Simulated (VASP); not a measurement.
Runs of VASP 6.6.1 on Bi. The cell holds a slab with vacuum, 2 atoms: a = 4.315 Å, b = 4.315 Å, c = 27.053 Å, α = 90.00°, β = 90.00°, γ = 120.00°. 

| level | spin | smearing | grid for exact exchange (PRECFOCK) | screening parameter | gap on the mesh (eV) | largest force (eV/Å) |
| --- | --- | --- | --- | --- | --- | --- |
| PBE | non-collinear, zero start, SOC | fermi-dirac 0.02 eV | - | - | - | (b) |
| r2SCAN | off | gaussian 0.01 eV | - | - | 0.86 | 0.02 |
| PBE | off | gaussian 0.01 eV | - | - | (a) | 0.24 |
| HSE06 | off | gaussian 0.01 eV | Normal | 0.2079 1/Å | 1.01 | 0.08 |

Alike in all rows: task single point; potentials or basis VASP PAW PBE potentials, release 64 (Bi_d); cell as given; k mesh 6 × 6 × 1; cutoff (eV) 520.

**Question.** Fill in the values left out.

**Answer.** (a) 0.58; (b) 0.39.

Caveats: spin-orbit coupling is left out, which moves the levels of the heavy elements (some runs); the PAW data sets were made with another functional, which shifts forces and pressure a little (some runs).

A k mesh can miss the band edges, and rows without SOC leave out spin-orbit coupling on Bi.
